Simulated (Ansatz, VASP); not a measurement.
**One calculation of AlN, two programs**

```
Al N
1.0
     3.08877    0.00000    0.00000
    -1.54439    2.67496    0.00000
     0.00000    0.00000    4.94325
Al N
2 2
Direct
  0.33333 0.66667 0.99901
  0.66667 0.33333 0.49901
  0.33333 0.66667 0.38099
  0.66667 0.33333 0.88099
```

Alike in both runs: task single point; functional LDA; k mesh 8 × 8 × 6; no spin polarisation.

```csv
,VASP,Ansatz
version,VASP 6.6.1,Ansatz 0.2.0
potentials or method,"VASP PAW LDA potentials, release 64 (Al, N)","PAW with Ansatz's default frozen-core files, scalar-relativistic"
plane-wave cutoff (eV),520,420
occupations,"gaussian, width 0.01 eV",fixed
valence electrons in the cell,16,16
```

```tsv
	VASP	Ansatz	Ansatz less VASP
gap on the k mesh at the Fermi level (eV)	4.42	4.42	-0.007
pressure (GPa)	0.6	0.0	-0.62
```

LDA's correlation is that of Perdew and Zunger in VASP and of Perdew and Wang (1992) in Ansatz.
